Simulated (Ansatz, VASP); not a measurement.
## Te in VASP and in Ansatz

```
CELL_PARAMETERS angstrom
4.20568 -2.35529 0.00000
4.20568 2.35529 0.00000
-0.12957 0.00000 3.93079
ATOMIC_POSITIONS crystal
Te 0.67600 0.67600 0.67500
Te 0.32400 0.32400 0.32500
Te 0.00000 0.00000 0.00000
```

Change from the starting cell: volume scaled by 0.98, crystal datasets.

Alike in both runs: task electric field gradients; functional PBE; k mesh 8 × 8 × 8; occupations fermi-dirac, width 0.05 eV; no spin polarisation.

```csv
,VASP,Ansatz
version,VASP 6.6.1,Ansatz 0.2.0
potentials or method,"VASP PAW PBE potentials, release 64 (Te), cutoff 520 eV","all-electron PAW with datasets made for the crystal, scalar-relativistic"
```

Ansatz gave:

- pressure (GPa): 11.4
- traceless stress, the component that is largest in VASP (GPa): 1.03
- rms of the force components (eV/Å): 0.263
- size of Vzz on the site where it differs most (V/Å²): 322.0

Q: What did VASP give for the same quantities?

A: Pressure (GPa): 11.3; traceless stress, the component that is largest in VASP (GPa): 1.03; rms of the force components (eV/Å): 0.265; size of Vzz on the site where it differs most (V/Å²): 310.2.

Atom by atom the forces differ by 0.002 eV/Å (rms over components). Ansatz ran all-electron here, and VASP with PAW potentials.

Neither program's run includes spin-orbit coupling.
